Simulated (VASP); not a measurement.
BaF2, 3 atoms in the cell. The structure is cubic, space group Fm-3m (No. 225). The conventional cell has a = 6.158 Å, b = 6.158 Å, c = 6.158 Å, α = 90.00°, β = 90.00°, γ = 90.00°. Within 3.5 Å of Ba (site symmetry m-3m) lie 8 F at 2.67 Å. F (site symmetry -43m) has 4 Ba at 2.67 Å and 6 F at 3.08 Å within 3.5 Å.  This cell differs from its parent crystal: volume scaled by 0.98.

- Program: VASP 6.6.1
- Task: single point
- Functional: LDA
- Potentials or basis: VASP PAW LDA potentials, release 64 (Ba_sv, F)
- Cutoff: 600 eV
- k mesh: 8 × 8 × 8
- Occupations: fermi-dirac, width 0.01 eV
- Spin: no spin polarisation
- Dipole correction: no
- Further INCAR settings: ALGO = Normal; EDIFF = 1e-06; NBANDS = 19

Potentials or basis: VASP PAW LDA potentials, release 64 (Ba_sv, F).

The run is started by

```console
$ cat potpaw_LDA.64/Ba_sv/POTCAR potpaw_LDA.64/F/POTCAR > POTCAR
$ mpirun -np 1 vasp_std > vasp.out
```

Hardware: 1 thread of Intel(R) Xeon(R) Platinum 8259CL CPU @ 2.50GHz (Skylake/Cascade Lake), with other jobs on the host.

Question: How long does it take, and how much memory?

Answer: It took 30 s on 1 thread of Intel(R) Xeon(R) Platinum 8259CL CPU @ 2.50GHz (Skylake/Cascade Lake), on a shared host, peak memory 0.19 GiB. Counts: scf iterations 13, k points 29.
